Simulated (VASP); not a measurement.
Here is a VASP 6.6.1 calculation.

INCAR

```
SYSTEM = Ru
ALGO     = Fast           ! electronic algorithm
EDIFF    = 1E-7           ! SCF threshold, eV
ENCUT    = 520            ! plane-wave cutoff, eV
ISIF     = 2              ! what is computed and relaxed
ISMEAR   = 0              ! smearing method
LASPH    = .True.         ! aspherical terms in the spheres
LCHARG   = .False.        ! write CHGCAR
LREAL    = .False.        ! projectors in reciprocal space
LWAVE    = .False.        ! write WAVECAR
NBANDS   = 21             ! bands
NELM     = 60             ! most SCF steps
PREC     = Accurate       ! precision mode
SIGMA    = 0.15           ! smearing width, eV
```

Contents of KPOINTS:

```
k-points
0
Gamma
  21 21 10
  0 0 0
```

Contents of POSCAR:

```
Ru
1.0
    2.6740588025      0.0000000000      0.0000000000
   -1.3370294013      2.3158028542      0.0000000000
    0.0000000000      0.0000000000      4.2267610266
Ru
2
Direct
    0.3484468824      0.6968937647      0.2500000000
    0.6515531176      0.3031062353      0.7500000000
```

Potentials or basis: VASP PAW LDA potentials, release 64 (Ru_pv).

Launch:

```bash
$ cat potpaw_LDA.64/Ru_pv/POTCAR > POTCAR
$ mpirun -np 1 vasp_std > vasp.out
```

Q: What does it give for the band gap on the k mesh?

A: Zero (bands 14 and 15 overlap by 3.20 eV).

Q: What does it give for the pressure?

A: 2.1 GPa.

Forces on the atoms (eV/Å):
```
Ru   0.000 -1.043  0.000
Ru   0.000  1.043  0.000
```

Caveat: the cell differs from its parent crystal (atoms displaced along a vibrational mode); forces of over 1 eV/Å act on the atoms, so gaps and moduli don't describe the material at rest.
